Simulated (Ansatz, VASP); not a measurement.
**CdTe in VASP and in Ansatz**

Contents of INCAR:

```
SYSTEM = CdTe
ALGO     = Normal         ! electronic algorithm
EDIFF    = 1E-6           ! SCF threshold, eV
ENCUT    = 520            ! plane-wave cutoff, eV
GGA      = PE             ! functional
ISIF     = 2              ! what is computed and relaxed
ISMEAR   = -1             ! smearing method
LASPH    = .TRUE.         ! aspherical terms in the spheres
LCHARG   = .FALSE.        ! write CHGCAR
LREAL    = .FALSE.        ! projectors in reciprocal space
LWAVE    = .FALSE.        ! write WAVECAR
NBANDS   = 16             ! bands
NELM     = 60             ! most SCF steps
PREC     = Accurate       ! precision mode
SIGMA    = 0.02           ! smearing width, eV
```

The input KPOINTS:

```
k-points
0
G
  6 6 6
  0 0 0
```

The input POSCAR:

```
CdTe
1.0
    0.0000000000      3.2799551159      3.2799551159
    3.1159573601      0.0000000000      3.2799551159
    3.1159573601      3.2799551159      0.0000000000
Cd Te
1 1
Direct
    0.0000000000      0.0000000000      0.0000000000
    0.2500000000      0.2500000000      0.2500000000
```

Input for Ansatz:

```yaml
crystal:
  lattice:
    - [0.0, 3.2799551159, 3.2799551159]
    - [3.1159573601, 0.0, 3.2799551159]
    - [3.1159573601, 3.2799551159, 0.0]
  atoms:
    - { symbol: Cd, position: [0.0, 0.0, 0.0] }
    - { symbol: Te, position: [0.25, 0.25, 0.25] }
kpoints:
  mp_grid: { grid: [6, 6, 6] }
  band_path:
    path:
      - [0.0, 0.0, 0.0]
      - [-0.5, -0.5, 0.0]
      - [-0.375, -0.375, 0.25]
      - [-0.375, 0.0, 0.375]
      - [0.0, 0.0, 0.5]
      - [-0.5, -0.25, 0.25]
    npoints: 1
hamiltonian:
  xc: pbe
scf:
  occupations: { method: fermi_dirac, width: 0.02 }
  n_extra_bands: 4
output:
  forces: true
  stress: true
  eigenvalues: true
  write_density: true
  write_potential: true
  elf: true
  volumetric_format: npy
```

Change from the starting cell: uniaxial_x strain -5.0%.

Alike in both runs: task single point; functional PBE; k mesh 6 × 6 × 6; occupations fermi-dirac, width 0.02 eV; no spin polarisation.

|  | VASP | Ansatz |
| --- | --- | --- |
| version | VASP 6.6.1 | Ansatz 0.2.0 |
| potentials or method | VASP PAW PBE potentials, release 64 (Cd, Te) | plane waves, PAW |
| plane-wave cutoff (eV) | 520 | 420 |
| valence electrons in the cell | 18 | 36 |

Ansatz gave:

```
pressure (GPa)                                                : 3.3
traceless stress, the component that is largest in VASP (GPa) : 0.42
```

**Question.** Estimate VASP's values.

**Answer.** Pressure (GPa): 3.4; traceless stress, the component that is largest in VASP (GPa): 0.42.

VASP's potentials hold 18 valence electrons a cell and Ansatz's 36, so a difference there can come from the potentials and not from the codes.

Neither program's run includes spin-orbit coupling.
